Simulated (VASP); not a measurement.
## Si: single point with PBE+D3(BJ)

Crystal: Si.

```
CELL_PARAMETERS angstrom
0.00000 2.71080 2.71080
2.71080 0.00000 2.71080
2.71080 2.71080 0.00000
ATOMIC_POSITIONS crystal
Si 0.25000 0.25000 0.25000
Si 0.00000 0.00000 0.00000
```

```json
{
  "Program": "VASP 6.6.1",
  "Task": "single point",
  "Functional": "PBE",
  "Dispersion": "D3(BJ)",
  "Potentials or basis": "VASP PAW PBE potentials, release 64 (Si)",
  "Cutoff": "520 eV",
  "k mesh": "8 × 8 × 8",
  "Occupations": "gaussian, width 0.02 eV",
  "Spin": "no spin polarisation"
}
```

- Pressure: -0.1 GPa
- Band gap on the k mesh: 0.61 eV, indirect (least direct gap 2.57 eV)
- Dispersion energy per atom: -0.316 eV

Levels at points of the mesh, in eV from the valence-band top:
```
           k point  band 1  band 2  band 3  band 4  band 5  band 6  band 7  band 8  band 9
(0.00, 0.00, 0.00)  -11.99    0.00    0.00    0.00    2.57    2.57    2.57    3.43    7.72
(0.50, 0.00, 0.00)   -9.65   -6.99   -1.20   -1.20    1.56    3.34    3.34    7.74   10.56
(0.50, 0.50, 0.00)   -7.83   -7.83   -2.86   -2.86    0.70    0.70   10.16   10.16   10.99
```

Run time: 5.4 s on 1 thread of Intel(R) Xeon(R) 6975P-C (Granite Rapids), with other jobs on the host, peak memory 0.16 GiB.

A k mesh can miss the band edges. PBE gaps usually lie below the measured ones, often by a third to a half.
